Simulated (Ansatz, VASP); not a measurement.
# One calculation of InSb, two programs

File INCAR:

```
SYSTEM = InSb
PREC     = Accurate       ! precision mode
ENCUT    = 520            ! plane-wave cutoff, eV
EDIFF    = 1E-8           ! SCF threshold, eV
ISMEAR   = -1             ! smearing method
SIGMA    = 0.03           ! smearing width, eV
LREAL    = .False.        ! projectors in reciprocal space
LASPH    = .True.         ! aspherical terms in the spheres
NELM     = 60             ! most SCF steps
ALGO     = Normal         ! electronic algorithm
ISIF     = 2              ! what is computed and relaxed
LWAVE    = .False.        ! write WAVECAR
LCHARG   = .False.        ! write CHGCAR
GGA      = PE             ! functional
LEFG     = .True.       
NBANDS   = 16             ! bands
```

The input KPOINTS:

```
regular mesh
0
Gamma
  10 10 10
  0 0 0
```

The input POSCAR:

```
InSb
1.0
    0.0000000000      3.1953230120      3.1953230120
    3.1953230120      0.0000000000      3.1953230120
    3.1953230120      3.1953230120      0.0000000000
In Sb
1 1
Direct
    0.0000000000      0.0000000000      0.0000000000
    0.7500000000      0.7500000000      0.7500000000
```

Input for Ansatz:

```yaml
crystal:
  lattice:
    - [0.0, 3.195323012, 3.195323012]
    - [3.195323012, 0.0, 3.195323012]
    - [3.195323012, 3.195323012, 0.0]
  atoms:
    - { symbol: In, position: [0.0, 0.0, 0.0] }
    - { symbol: Sb, position: [0.75, 0.75, 0.75] }
kpoints:
  mp_grid: { grid: [10, 10, 10] }
scf:
  occupations: { method: fermi_dirac, width: 0.03 }
hamiltonian:
  xc: pbe
  pseudopotentials: { kind: all_electron, datasets: crystal }
output:
  forces: true
  stress: true
  eigenvalues: true
  efg: { contact_densities: true }
```

Change from the starting cell: volume scaled by 0.96, crystal datasets.

Alike in both runs: task electric field gradients; functional PBE; k mesh 10 × 10 × 10; occupations fermi-dirac, width 0.03 eV; no spin polarisation.

|  | VASP | Ansatz |
| --- | --- | --- |
| version | VASP 6.6.1 | Ansatz 0.2.0 |
| potentials or method | VASP PAW PBE potentials, release 64 (In_d, Sb), cutoff 520 eV | all-electron PAW with datasets made for the crystal, scalar-relativistic |

|  | VASP | Ansatz | Ansatz less VASP |
| --- | --- | --- | --- |
| pressure (GPa) | 5.4 | 5.4 | +0.03 |

Ansatz ran all-electron here, and VASP with PAW potentials.

Neither program's run includes spin-orbit coupling.
